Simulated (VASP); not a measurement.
# Hf (I4/mmm) in VASP: a series of runs, part 2 of 2

VASP 6.6.1. The steps go on from the part before.

### Step 3. Single point, r2SCAN

This run uses another cell than the first one, of the same volume but with other edges.

Input file POSCAR:

```
Hf
1.0
    0.0000000000      1.9393486317      2.9090229476
    1.9393486317      0.0000000000      2.9090229476
    1.9393486317      1.9393486317      0.0000000000
Hf
1
Direct
    0.0000000000      0.0000000000      0.0000000000
```

Input file INCAR.step1:

```
PREC     = Accurate       # precision mode
ENCUT    = 520            # plane-wave cutoff, eV
ISMEAR   = 0              # smearing method
SIGMA    = 0.15           # smearing width, eV
LREAL    = F              # projectors in reciprocal space
LASPH    = T              # aspherical terms in the spheres
NELM     = 100            # most SCF steps
NBANDS   = 11             # bands
GGA      = PE             # functional
ALGO     = Normal         # electronic algorithm
EDIFF    = 1E-4           # SCF threshold, eV
LWAVE    = T              # write WAVECAR
LCHARG   = F              # write CHGCAR
```

Input file INCAR.step2:

```
PREC     = Accurate       # precision mode
ENCUT    = 520            # plane-wave cutoff, eV
EDIFF    = 1E-6           # SCF threshold, eV
ISMEAR   = 0              # smearing method
SIGMA    = 0.15           # smearing width, eV
LREAL    = F              # projectors in reciprocal space
LASPH    = T              # aspherical terms in the spheres
NELM     = 100            # most SCF steps
ALGO     = Normal         # electronic algorithm
ISIF     = 2              # what is computed and relaxed
LWAVE    = F              # write WAVECAR
LCHARG   = F              # write CHGCAR
METAGGA  = R2SCAN         # meta-GGA
LMIXTAU  = T            
NBANDS   = 11             # bands
ISTART   = 1
```

Input file KPOINTS:

```
Automatic mesh
0
Gamma
  20 20 20
```

Potentials or basis: VASP PAW PBE potentials, release 64 (Hf_pv).

Command:

```bash
$ cat potpaw_PBE.64/Hf_pv/POTCAR > POTCAR
$ cp INCAR.step1 INCAR
$ mpirun -np 1 vasp_std > vasp.out
$ cp INCAR.step2 INCAR
$ mpirun -np 1 vasp_std > vasp.out
```

OUTCAR:

```text
PREC = Accurate
   ENCUT = 520
   EDIFF = 1E-6
   ISMEAR = 0
   LREAL = F
   LASPH = T
   NELM = 100
   ISIF = 2
   METAGGA = R2SCAN
   ISTART = 1

 ion  position               nearest neighbor table
   1  0.000  0.000  0.000-

  LATTYP: Found a body centered tetragonal cell.
 ALAT       =     2.7426531371
 C/A-ratio  =     2.1213203436

  Lattice vectors:

 A1 = (  -1.9393486317,   0.0000000000,   2.9090229476)
 A2 = (   1.9393486317,   0.0000000000,   2.9090229476)
 A3 = (   0.0000000000,   1.9393486317,  -2.9090229476)

Analysis of symmetry for initial positions (statically):
=====================================================================
 Subroutine PRICEL returns:
 Original cell was already a primitive cell.

 Routine SETGRP: Setting up the symmetry group for a
 body centered tetragonal supercell.

 Subroutine GETGRP returns: Found 16 space group operations
 (whereof 16 operations were pure point group operations)
 out of a pool of 16 trial point group operations.

The static configuration has the point symmetry D_4h.

Analysis of symmetry for dynamics (positions and initial velocities):
=====================================================================
 Subroutine PRICEL returns:
 Original cell was already a primitive cell.

 Routine SETGRP: Setting up the symmetry group for a
 body centered tetragonal supercell.

 Subroutine GETGRP returns: Found 16 space group operations
 (whereof 16 operations were pure point group operations)
 out of a pool of 16 trial point group operations.

The dynamic configuration has the point symmetry D_4h.

 Subroutine INISYM returns: Found 16 space group operations
 (whereof 16 operations are pure point group operations),
 and found     1 'primitive' translations

----------------------------------------------------------------------------------------

                                     Primitive cell

  volume of cell :      21.8821

  direct lattice vectors                    reciprocal lattice vectors
     0.000000000  1.939348632  2.909022948    -0.257818523  0.257818523  0.171879015
     1.939348632  0.000000000  2.909022948     0.257818523 -0.257818523  0.171879015
     1.939348632  1.939348632  0.000000000     0.257818523  0.257818523 -0.171879015

  length of vectors
     3.496210466  3.496210466  2.742653137     0.403092021  0.403092021  0.403092021

  position of ions in fractional coordinates (direct lattice)
     0.000000000  0.000000000  0.000000000

  ion indices of the primitive-cell ions
   primitive index   ion index
                 1           1

----------------------------------------------------------------------------------------

 KPOINTS: Automatic mesh

Automatic generation of k-mesh.
 Grid dimensions read from file:
 generate k-points for:   20   20   20

 Generating k-lattice:

  Cartesian coordinates                     Fractional coordinates (reciprocal lattice)
    -0.012890926  0.012890926  0.008593951     0.050000000  0.000000000  0.000000000
     0.012890926 -0.012890926  0.008593951     0.000000000  0.050000000  0.000000000
     0.012890926  0.012890926 -0.008593951     0.000000000  0.000000000  0.050000000

  Length of vectors
     0.020154601  0.020154601  0.020154601

  Shift w.r.t. Gamma in fractional coordinates (k-lattice)
     0.000000000  0.000000000  0.000000000

 Subroutine IBZKPT returns following result:
 ===========================================

 Found    641 irreducible k-points:

 Following reciprocal coordinates:
            Coordinates               Weight
  0.000000  0.000000  0.000000      1.000000
  0.050000 -0.000000  0.000000      8.000000
  0.100000 -0.000000  0.000000      8.000000
  0.150000 -0.000000  0.000000      8.000000
  0.200000 -0.000000  0.000000      8.000000
  0.250000 -0.000000  0.000000      8.000000
[... 16 lines left out ...]
 -0.400000  0.050000  0.000000      8.000000
 -0.350000  0.050000  0.000000      8.000000
 [... further k-points ...]
   k-points           NKPTS =    641   k-points in BZ     NKDIM =    641   number of bands    NBANDS=     11
   number of dos      NEDOS =    301   number of ions     NIONS =      1
   total plane-waves  NPLWV =  15680
   dimension x,y,z NGX =    28 NGY =   28 NGZ =   20
   dimension x,y,z NGXF=    56 NGYF=   56 NGZF=   40
   ions per type =               1
   NGX,Y,Z   is equivalent  to a cutoff of  13.31, 13.31, 12.12 a.u.
   NGXF,Y,Z  is equivalent  to a cutoff of  26.63, 26.63, 24.25 a.u.
 SYSTEM =  unknown system
   PREC   = accura    normal or accurate (medium, high low for compatibility)
   ISTART =      1    job   : 0-new  1-cont  2-samecut
   ICHARG =      0    charge: 1-file 2-atom 10-const
   ISPIN  =      1    spin polarized calculation?
   LNONCOLLINEAR =      F non collinear calculations
   LSORBIT =      F    spin-orbit coupling
   LASPH  =      T    aspherical Exc in radial PAW
   ENCUT  =  520.0 eV  38.22 Ry    6.18 a.u.   6.50  6.50  5.10*2*pi/ulx,y,z
   NELM   =    100;   NELMIN=  2; NELMDL=  0     # of ELM steps
   EDIFF  = 0.1E-05   stopping-criterion for ELM
   LREAL  =      F    real-space projection
   EDIFFG = 0.1E-04   stopping-criterion for IOM
   NSW    =      0    number of steps for IOM
   IBRION =     -1    ionic relax: 0-MD 1-quasi-New 2-CG
   NFREE  =      0    steps in history (QN), initial steepest desc. (CG)
   ISIF   =      2    stress and relaxation
   ISYM   =      2    0-nonsym 1-usesym 2-fastsym
   POTIM  = 0.5000    time-step for ionic-motion
   TEBEG  =    0.0;   TEEND  =   0.0 temperature during run
   PSTRESS=    0.0 pullay stress
   NELECT =      10.0000    total number of electrons
   NUPDOWN=      -1.0000    fix difference up-down
   EMIN   =  10.00;   EMAX   =-10.00  energy-range for DOS
   EFERMI =   0.00;   METHOD = LEGACY
   ISMEAR =     0;   SIGMA  =   0.15  broadening in eV -4-tet -1-fermi 0-gaus
   EFERMI_NEDOS =   21; number of points for ismear=-14 and -15
   IALGO  =     38    algorithm
   IMIX   =      4    mixing-type and parameters
     AMIX     =   0.40;   BMIX     =  1.00
     AMIX_MAG =   1.60;   BMIX_MAG =  1.00
  volume/ion in A,a.u.               =      21.88       147.67
  Fermi-wavevector in a.u.,A,eV,Ry     =   1.260991  2.382927 21.634588  1.590097
  Thomas-Fermi vector in A             =   2.394472
   LORBIT       =      0    0 simple, 1 ext, 2 COOP (PROOUT), +10 PAW based schemes
   METAGGA = R2SCAN    functional components
   LHFCALC =     F    Hartree Fock is set to
   AEXX    =    0.0000 exact exchange contribution
   IVDW    =     0    specifies the selected vdW correction
   LEPSILON=     F    determine dielectric tensor
   LRPA    =     F    only Hartree local field effects (RPA)
 non-spin polarized calculation
 Gauss-broadening in eV      SIGMA  =   0.15
  energy-cutoff  :      520.00
  volume of cell :       21.88
 maximum number of plane-waves:       601
 NGX is ok and might be reduce to    28

 number of electron      10.0000000 magnetization

 Free energy of the ion-electron system (eV)
  ---------------------------------------------------
  ext. energy  EPLUGINS =         0.00000000
  ---------------------------------------------------
  free energy    TOTEN  =       -44.59429947 eV

  energy without entropy =      -44.58389894  energy(sigma->0) =      -44.58909921

 E-fermi :   4.4707     XC(G=0): -12.2385

 val. band max:        4.4608930356   @ k =   0.3500   0.2000   0.1500
 cond. band min:       4.4708332465   @ k =   0.1500   0.1000   0.0000
 fundamental gap:      0.0099402108
 Fermi energy:         4.4707364901

 k-point     1 :       0.0000    0.0000    0.0000
  band No.  band energies     occupation
      1     -26.5924      2.00000
      2     -26.1107      2.00000
      3     -26.1107      2.00000
      4      -2.7508      2.00000
      5       3.5221      2.00000
      6       4.7327      0.01351
      7       9.0816      0.00000
      8       9.0816      0.00000
      9      12.6634      0.00000
     10      15.9899      0.00000
     11      16.7592      0.00000
[... 309 lines left out ...]
 k-point    24 :      -0.3500    0.0500    0.0000
  band No.  band energies     occupation
      1     -27.5678      2.00000
      2     -26.5865      2.00000
      3     -26.0003      2.00000
      4       1.0159      2.00000
      5       3.8843      2.00000
      6       5.1588      0.00000
      7       8.7402      0.00000
      8       9.9598      0.00000
      9      10.9130      0.00000
     10      15.8667      0.00000
     11      16.7585      0.00000

 [... further k-points ...]

------------------------ aborting loop because EDIFF is reached ----------------------------------------

  FORCE on cell =-STRESS in cart. coord.  units (eV):
  Direction    XX          YY          ZZ          XY          YZ          ZX
  --------------------------------------------------------------------------------------
  -------------------------------------------------------------------------------------
  Total        1.5065025      1.5065025     -2.4762718      0.0000000     -0.0000000      0.0000000
  in kB      110.3040640    110.3040640   -181.3092566      0.0000000     -0.0000000      0.0000000
  external PRESSURE =      13.0996238 kB  Pullay stress =       0.0000000 kB

 VOLUME and BASIS-vectors are now :
 -----------------------------------------------------------------------------
  energy-cutoff  :      520.00
  volume of cell :       21.88
      direct lattice vectors                 reciprocal lattice vectors
     0.000000000  1.939348632  2.909022948    -0.257818523  0.257818523  0.171879015
     1.939348632  0.000000000  2.909022948     0.257818523 -0.257818523  0.171879015
     1.939348632  1.939348632  0.000000000     0.257818523  0.257818523 -0.171879015

 POSITION                                       TOTAL-FORCE (eV/Angst)
 -----------------------------------------------------------------------------------
      0.00000      0.00000      0.00000        -0.000000      0.000000      0.000000
 -----------------------------------------------------------------------------------
    total drift:                               -0.000000     -0.000000     -0.000000

  FREE ENERGIE OF THE ION-ELECTRON SYSTEM (eV)
  ---------------------------------------------------
  free  energy   TOTEN  =       -44.5942994716 eV

  energy  without entropy=      -44.5838989391  energy(sigma->0) =      -44.58909921
```

It took 7.1 min on 1 thread of AMD EPYC 9R45 (Zen 5), shared host; peak memory 0.24 GiB.

Results:

| Quantity | Value |
| --- | --- |
| Free energy | -44.5943 eV |
| Pressure | 1.3 GPa |
| Band gap on the k mesh | zero (band 5 reaches 5.89 eV, above the bottom of band 6 at 3.48 eV) |

Stress tensor (GPa, compression positive):
```
 11.03   0.00   0.00
  0.00  11.03   0.00
  0.00   0.00 -18.13
```

Caveat: the PAW data sets were made with another functional, which shifts forces and pressure a little; spin-orbit coupling is left out, which moves the levels of the heavy elements.

### Step 4. Single point, r2SCAN

This run uses another cell than the first one, of the same volume but with other edges.

Input file POSCAR:

```
Hf
1.0
    0.0000000000      2.2504147384      2.1603981488
    2.2504147384      0.0000000000      2.1603981488
    2.2504147384      2.2504147384      0.0000000000
Hf
1
Direct
    0.0000000000      0.0000000000      0.0000000000
```

Input file INCAR.step1:

```
SYSTEM = Hf
  PREC = Accurate
  ENCUT = 520
  ISMEAR = 0
  SIGMA = 0.15
  LREAL = .FALSE.
  LASPH = .TRUE.
  NELM = 80
  NBANDS = 11
  GGA = PE
  ALGO = Normal
  EDIFF = 1E-4
  LWAVE = .TRUE.
  LCHARG = .FALSE.
```

Input file INCAR.step2:

```
SYSTEM = Hf
  PREC = Accurate
  ENCUT = 520
  EDIFF = 1E-6
  ISMEAR = 0
  SIGMA = 0.15
  LREAL = .FALSE.
  LASPH = .TRUE.
  NELM = 80
  ALGO = Normal
  ISIF = 2
  LWAVE = .FALSE.
  LCHARG = .FALSE.
  METAGGA = R2SCAN
  LMIXTAU = .TRUE.
  NBANDS = 11
  ISTART = 1
```

Input file KPOINTS:

```
Automatic mesh
0
G
  20 20 20
  0 0 0
```

Command:

```bash
$ cat potpaw_PBE.64/Hf_pv/POTCAR > POTCAR
$ cp INCAR.step1 INCAR
$ mpirun -np 1 vasp_std > vasp.out
$ cp INCAR.step2 INCAR
$ mpirun -np 1 vasp_std > vasp.out
```

Run time: 19 min. Hardware: 1 thread of AMD EPYC 7R13, shared host; peak memory 0.24 GiB.

It converged, with:

- Free energy: -45.0659 eV
- Pressure: 2.2 GPa
- Band gap on the k mesh: zero (band 5 reaches 6.30 eV, above the bottom of band 6 at 4.22 eV)

Stress tensor (GPa, compression positive):
```
1.47 0.00 0.00
0.00 1.47 0.00
0.00 0.00 3.61
```

Levels at points of the mesh, in eV from the Fermi level:
```tsv
k point	band 2	band 3	band 4	band 5	band 6	band 7	band 8	band 9
(0.00, 0.00, 0.00)	-31.03	-31.03	-7.63	1.47	1.47	1.94	4.33	5.00
(0.50, 0.00, 0.00)	-31.17	-31.12	-3.80	0.45	1.13	1.70	6.67	7.00
(0.50, 0.50, 0.00)	-31.39	-31.39	-3.37	-2.35	3.06	6.89	7.44	7.44
(0.50, 0.00, 0.50)	-31.37	-31.30	-3.45	-2.19	2.33	6.88	7.18	7.68
```

Caveat: the PAW data sets were made with another functional, which shifts forces and pressure a little; spin-orbit coupling is left out, which moves the levels of the heavy elements.

### Step 5. Single point, r2SCAN

This run uses another cell than the first one, of the same volume but with other edges.

Input file POSCAR:

```
Hf
1.0
    0.0000000000      1.9778947208      2.7967431353
    1.9778947208      0.0000000000      2.7967431353
    1.9778947208      1.9778947208      0.0000000000
Hf
1
Direct
    0.0000000000      0.0000000000      0.0000000000
```

Input file INCAR.step1:

```
SYSTEM = Hf
PREC = Accurate ; ENCUT = 520
ISMEAR = 0 ; SIGMA = 0.15
LREAL = .FALSE. ; LASPH = .TRUE.
NELM = 60 ; NBANDS = 11
GGA = PE ; ALGO = Normal
EDIFF = 1E-4 ; LWAVE = .TRUE.
LCHARG = .FALSE.
```

Input file INCAR.step2:

```
SYSTEM = Hf
PREC = Accurate ; ENCUT = 520
EDIFF = 1E-7 ; ISMEAR = 0
SIGMA = 0.15 ; LREAL = .FALSE.
LASPH = .TRUE. ; NELM = 60
ALGO = Normal ; ISIF = 2
LWAVE = .FALSE. ; LCHARG = .FALSE.
METAGGA = R2SCAN ; LMIXTAU = .TRUE.
NBANDS = 11 ; ISTART = 1
```

Input file KPOINTS:

```
regular mesh
0
G
  20 20 20
  0 0 0
```

Command:

```bash
$ cat potpaw_PBE.64/Hf_pv/POTCAR > POTCAR
$ cp INCAR.step1 INCAR
$ mpirun -np 1 vasp_std > vasp.out
$ cp INCAR.step2 INCAR
$ mpirun -np 1 vasp_std > vasp.out
```

Wall time 8.6 min (1 thread of Intel Xeon 6975P-C, shared host); peak memory 0.29 GiB.

The run converged. Its results:

```yaml
Free_energy: -44.7337 eV
Pressure: 0.4 GPa
Band_gap_on_the_k_mesh: zero (band 5 reaches 5.94 eV, above the bottom of band 6 at 3.67 eV)
```

Stress tensor (GPa, compression positive):
```
  8.03   0.00   0.00
  0.00   8.03   0.00
  0.00   0.00 -14.72
```

Levels at points of the mesh, in eV from the Fermi level:
| k point | band 3 | band 4 | band 5 | band 6 | band 7 | band 8 |
| --- | --- | --- | --- | --- | --- | --- |
| (0.00, 0.00, 0.00) | -30.73 | -7.33 | -0.65 | 0.84 | 4.07 | 4.07 |
| (0.50, 0.00, 0.00) | -30.64 | -3.35 | -0.29 | 1.02 | 3.67 | 6.32 |
| (0.50, 0.50, 0.00) | -30.80 | -3.99 | -1.75 | -0.35 | 7.27 | 7.27 |
| (0.50, 0.00, 0.50) | -31.00 | -3.33 | -1.51 | 4.30 | 5.16 | 5.19 |

Caveat: the PAW data sets were made with another functional, which shifts forces and pressure a little; spin-orbit coupling is left out, which moves the levels of the heavy elements.

### Step 6. Single point, r2SCAN

This run uses another cell than the first one, of the same volume but with other edges.

Input file POSCAR:

```
Hf
1.0
    0.0000000000      2.3435811662      1.9920439913
    2.3435811662      0.0000000000      1.9920439913
    2.3435811662      2.3435811662      0.0000000000
Hf
1
Direct
    0.0000000000      0.0000000000      0.0000000000
```

Input file INCAR.step1:

```
PREC = Accurate ; ENCUT = 520
ISMEAR = 0 ; SIGMA = 0.15
LREAL = False ; LASPH = True
NELM = 100 ; NBANDS = 11
GGA = PE ; ALGO = Normal
EDIFF = 1E-4 ; LWAVE = True
LCHARG = False
```

Input file INCAR.step2:

```
PREC = Accurate ; ENCUT = 520
EDIFF = 1E-7 ; ISMEAR = 0
SIGMA = 0.15 ; LREAL = False
LASPH = True ; NELM = 100
ALGO = Normal ; ISIF = 2
LWAVE = False ; LCHARG = False
METAGGA = R2SCAN ; LMIXTAU = True
NBANDS = 11 ; ISTART = 1
```

Input file KPOINTS:

```
regular mesh
0
Gamma
  20 20 20
```

Potentials or basis: VASP PAW PBE potentials, release 64 (Hf_pv).

Command:

```bash
$ cat potpaw_PBE.64/Hf_pv/POTCAR > POTCAR
$ cp INCAR.step1 INCAR
$ mpirun -np 1 vasp_std > vasp.out
$ cp INCAR.step2 INCAR
$ mpirun -np 1 vasp_std > vasp.out
```

Run time: 5.8 min. Hardware: 1 thread of Intel Xeon 6975P-C, shared host; peak memory 0.29 GiB.

Results (log left out):

- Free energy: -45.0178 eV
- Pressure: 2.0 GPa
- Band gap on the k mesh: zero (band 5 reaches 6.22 eV, above the bottom of band 6 at 3.91 eV)

Stress tensor (GPa, compression positive):
```
0.06 0.00 0.00
0.00 0.06 0.00
0.00 0.00 5.79
```

Levels at points of the mesh, in eV from the Fermi level:
```tsv
k point	band 1	band 2	band 3	band 4	band 5	band 6	band 7	band 8	band 9	band 10
(0.00, 0.00, 0.00)	-31.00	-31.00	-31.00	-7.57	1.32	1.32	2.98	3.29	5.45	12.11
(0.50, 0.00, 0.00)	-31.91	-31.21	-31.03	-3.72	0.41	0.57	2.75	6.08	7.54	10.56
(0.50, 0.50, 0.00)	-31.81	-31.47	-31.47	-3.17	-2.58	4.73	6.93	7.38	7.38	9.16
(0.50, 0.00, 0.50)	-31.86	-31.35	-31.13	-3.49	-1.74	1.72	6.26	6.47	8.11	10.54
```

Caveat: the PAW data sets were made with another functional, which shifts forces and pressure a little; spin-orbit coupling is left out, which moves the levels of the heavy elements.

### Step 7. The runs side by side

| cell | gap on the mesh (eV) | pressure (GPa) |
| --- | --- | --- |
| a = 3.057, b = 3.057, c = 3.624 Å, angles 53.6, 53.6, 72.7°, 1 atom | none | 1.1 |
| a = 3.496, b = 3.496, c = 2.743 Å, angles 66.9, 66.9, 46.2°, 1 atom | none | 1.3 |
| a = 3.120, b = 3.120, c = 3.183 Å, angles 59.3, 59.3, 61.3°, 1 atom | none | 2.2 |
| a = 3.425, b = 3.425, c = 2.797 Å, angles 65.9, 65.9, 48.2°, 1 atom | none | 0.4 |
| a = 3.076, b = 3.076, c = 3.314 Å, angles 57.4, 57.4, 65.2°, 1 atom | none | 2.0 |

Alike in all rows: task single point; level r2SCAN; potentials or basis VASP PAW PBE potentials, release 64 (Hf_pv); no spin polarisation; k mesh 20 × 20 × 20; cutoff (eV) 520; smearing gaussian 0.15 eV.

Caveats: the PAW data sets were made with another functional, which shifts forces and pressure a little; spin-orbit coupling is left out, which moves the levels of the heavy elements.

Absolute energies hang on the potentials; compare differences alone.
